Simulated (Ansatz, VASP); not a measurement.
Given: the input of a run of VASP 6.6.1 on MgS.

File INCAR:

```
SYSTEM = MgS
PREC     = Accurate       ! precision mode
ENCUT    = 600            ! plane-wave cutoff, eV
EDIFF    = 1E-6           ! SCF threshold, eV
ISMEAR   = -1             ! smearing method
SIGMA    = 0.05           ! smearing width, eV
LREAL    = .False.        ! projectors in reciprocal space
LASPH    = .True.         ! aspherical terms in the spheres
NELM     = 100            ! most SCF steps
ALGO     = Normal         ! electronic algorithm
ISIF     = 3              ! what is computed and relaxed
LWAVE    = .False.        ! write WAVECAR
LCHARG   = .False.        ! write CHGCAR
GGA      = RE             ! functional
IBRION   = 2              ! ionic algorithm
NSW      = 80             ! ionic steps
EDIFFG   = -0.01          ! ionic threshold
```

Contents of KPOINTS:

```
Automatic mesh
0
Gamma
  8 8 8
  0 0 0
```

File POSCAR:

```
MgS
1.0
    0.0000000000      2.8331200468      2.8331200468
    2.8331200468      0.0000000000      2.8331200468
    2.8331200468      2.8331200468      0.0000000000
S Mg
1 1
Direct
    0.2500000000      0.2500000000      0.2500000000
    0.0000000000      0.0000000000      0.0000000000
```

Potentials or basis: VASP PAW PBE potentials, release 64 (S, Mg).

Launch:

```sh
$ cat potpaw_PBE.64/S/POTCAR potpaw_PBE.64/Mg/POTCAR > POTCAR
$ mpirun -np 1 vasp_std > vasp.out
```

Problem. Translate it to Ansatz 0.2.0. Potentials there: all-electron LAPW, scalar-relativistic.

Solution. As run (the cutoff follows the program's own potentials):

Contents of input.yaml:

```yaml
crystal:
  lattice:
    - [0.0, 2.8331200468, 2.8331200468]
    - [2.8331200468, 0.0, 2.8331200468]
    - [2.8331200468, 2.8331200468, 0.0]
  atoms:
    - { symbol: S, position: [0.25, 0.25, 0.25] }
    - { symbol: Mg, position: [0.0, 0.0, 0.0] }
kpoints:
  mp_grid: { grid: [8, 8, 8] }
scf:
  occupations: { method: fermi_dirac, width: 0.05 }
hamiltonian:
  xc: revpbe
  pseudopotentials: { kind: all_electron, lapw: { basis_error: 0.001 } }
output:
  forces: true
  stress: true
relax:
  f_tol: 0.01
  max_steps: 60
  cell: {}
```

Potentials or basis: all-electron LAPW, scalar-relativistic.

The run is started by

```bash
$ ansatz run input.yaml --threads 1 --pin off --max-ram 3072MiB --backend cpu --events-out ev --progress --plain --runs-dir out
```

Both were run:

|  | VASP | Ansatz | Ansatz less VASP |
| --- | --- | --- | --- |
| relaxed volume (Å³/atom) | 23.59 | 23.65 | +0.063 |
| relaxed cell length with the largest relative difference (Å) | 4.056 | 4.059 | +0.0036 |

VASP's potentials were made for PBE, not for revPBE. Ansatz ran all-electron here, and VASP with PAW potentials.
